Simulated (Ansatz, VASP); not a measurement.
TaN: VASP beside Ansatz

The input INCAR:

```
ALGO = Normal ; EDIFF = 1E-6
ENCUT = 520 ; GGA = PE
ISIF = 2 ; ISMEAR = -1
LASPH = True ; LCHARG = False
LREAL = False ; LWAVE = False
NBANDS = 15 ; NELM = 100
PREC = Accurate ; SIGMA = 0.05
```

The input KPOINTS:

```
k-points
0
Gamma
  14 14 14
```

The input POSCAR:

```
TaN
1.0
    2.6351220536      0.0000000000      0.0000000000
    0.0000000000      2.6351220536      0.0000000000
    0.0000000000      0.0000000000      2.6351220536
Ta N
1 1
Direct
    0.0000000000      0.0000000000      0.0000000000
    0.5000000000      0.5000000000      0.5000000000
```

Input for Ansatz:

```yaml
crystal:
  lattice:
    - [2.6351220536, 0.0, 0.0]
    - [0.0, 2.6351220536, 0.0]
    - [0.0, 0.0, 2.6351220536]
  atoms:
    - { symbol: Ta, position: [0.0, 0.0, 0.0] }
    - { symbol: "N", position: [0.5, 0.5, 0.5] }
kpoints:
  mp_grid: { grid: [14, 14, 14] }
scf:
  occupations: { method: fermi_dirac, width: 0.05 }
hamiltonian:
  xc: pbe
  pseudopotentials: { kind: all_electron, lapw: { basis_error: 0.001 } }
output:
  forces: true
  stress: true
  eigenvalues: true
  populations: true
```

Change from the starting cell: volume scaled by 0.88, LAPW.

Alike in both runs: task single point; functional PBE; k mesh 14 × 14 × 14; occupations fermi-dirac, width 0.05 eV; no spin polarisation.

|  | VASP | Ansatz |
| --- | --- | --- |
| version | VASP 6.6.1 | Ansatz 0.2.0 |
| potentials or method | VASP PAW PBE potentials, release 64 (Ta_pv, N), cutoff 520 eV | all-electron LAPW, scalar-relativistic |

```csv
,VASP,Ansatz,Ansatz less VASP
pressure (GPa),54.6,53.1,-1.54
```

Both programs put the cell under a high pressure, so it lies far from rest at this level. Ansatz ran all-electron here, and VASP with PAW potentials.

Spin-orbit coupling is off throughout.
